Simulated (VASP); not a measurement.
A run of VASP 6.6.1:

The input INCAR:

```
SYSTEM = La
ALGO = Normal ; DIPOL = 0.5 0.5 0.500
EDIFF = 1E-6 ; ENCUT = 520
GGA = PE ; IDIPOL = 3
ISIF = 2 ; ISMEAR = -1
LASPH = .TRUE. ; LCHARG = .FALSE.
LDIPOL = .TRUE. ; LREAL = .FALSE.
LWAVE = .FALSE. ; NBANDS = 30
NELM = 80 ; PREC = Accurate
SIGMA = 0.1
```

Contents of KPOINTS:

```
k-points
0
G
  11 7 1
  0 0 0
```

The input POSCAR:

```
La
1.0
    3.7797227908      0.0000000000      0.0000000000
    0.0000000000      6.1030882614      0.0000000000
    0.0000000000      0.0000000000     20.3644000000
La
4
Direct
    0.0000000000      0.7500000000      0.4005820636
    0.5000000000      0.2500000000      0.4484112511
    0.5000000000      0.7500000000      0.5515887432
    0.0000000000      0.2500000000      0.5994179421
```

Potentials or basis: VASP PAW PBE potentials, release 64 (La).

Launch:

```bash
$ cat potpaw_PBE.64/La/POTCAR > POTCAR
$ mpirun -np 1 vasp_std > vasp.out
```

Hardware: 1 thread of AMD EPYC 9R45 96-Core Processor (Zen 5) (shared host).

Question: How long does it take, and how much memory?

Answer: It took 7.6 min on 1 thread of AMD EPYC 9R45 96-Core Processor (Zen 5), with other jobs on the host, peak memory 0.63 GiB. Counts: scf iterations 24, k points 24.
